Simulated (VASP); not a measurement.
A run of VASP 6.6.1 is set up as follows.

File INCAR:

```
ALGO = Normal
EDIFF = 1E-6
ENCUT = 520
GGA = PE
ISIF = 2
ISMEAR = 0
LASPH = True
LCHARG = True
LELF = True
LREAL = False
LVHAR = True
LWAVE = False
NBANDS = 38
NELM = 100
PREC = Accurate
SIGMA = 0.2
```

KPOINTS

```
k-points
0
Gamma
  6 6 2
```

The input POSCAR:

```
B5Ru3
1.0
    2.9155984098      0.0000000000      0.0000000000
   -1.4577992049      2.5249822901      0.0000000000
    0.0000000000      0.0000000000     10.1165107346
B Ru
5 3
Direct
    0.3333333333      0.6666666667      0.6424622661
    0.6666666667      0.3333333333      0.7162902619
    0.3333333333      0.6666666667      0.3575377339
    0.6666666667      0.3333333333      0.2837097381
    0.0000000000      0.0000000000      0.0000000000
    0.3333333333      0.6666666667      0.8588680233
    0.3333333333      0.6666666667      0.1411319767
    0.6666666667      0.3333333333      0.5000000000
```

Potentials or basis: VASP PAW PBE potentials, release 64 (B, Ru_pv).

Command:

```console
$ cat potpaw_PBE.64/B/POTCAR potpaw_PBE.64/Ru_pv/POTCAR > POTCAR
$ mpirun -np 1 vasp_std > vasp.out
```

Task: Estimate the largest force.

Result: 0.030 eV/Å.

Task: What does it give for the pressure?

Result: -0.1 GPa.

Forces in eV/Å, atoms in the order of the input:
```
B    0.000  0.000  0.009
B    0.000  0.000 -0.001
B    0.000  0.000 -0.009
B    0.000  0.000  0.001
B    0.000  0.000  0.000
Ru   0.000  0.000 -0.030
Ru   0.000  0.000  0.030
Ru   0.000  0.000  0.000
```

Caveat: the k points lie up to 0.41 Å⁻¹ apart.
